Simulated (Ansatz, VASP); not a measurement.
# MgS: VASP beside Ansatz

```
Mg S
1.0
     0.00000    2.60165    2.60165
     2.60165    0.00000    2.60165
     2.60165    2.60165    0.00000
Mg S
1 1
Direct
  0.00000 0.00000 0.00000
  0.50000 0.50000 0.50000
```

Alike in both runs: functional r2SCAN; k mesh 10 × 10 × 10; occupations fermi-dirac, width 0.08 eV; no spin polarisation.

Ansatz relaxed the structure, and its values are those at the end. VASP's run is a single point on that final structure, the one shown.

|  | VASP | Ansatz |
| --- | --- | --- |
| version | VASP 6.6.1 | Ansatz 0.2.0 |
| potentials or method | VASP PAW PBE potentials, release 64 (Mg, S) | PAW with Ansatz's default frozen-core files, scalar-relativistic |
| plane-wave cutoff (eV) | 660 | 500 |
| valence electrons in the cell | 8 | 16 |

VASP gave:

| Item | Value |
| --- | --- |
| pressure (GPa) | -0.5 |

Which values does Ansatz return?

Pressure (GPa): 0.0.

VASP's potentials were made for PBE, not for r2SCAN. VASP's potentials hold 8 valence electrons a cell and Ansatz's 16, so a difference there can come from the potentials and not from the codes.
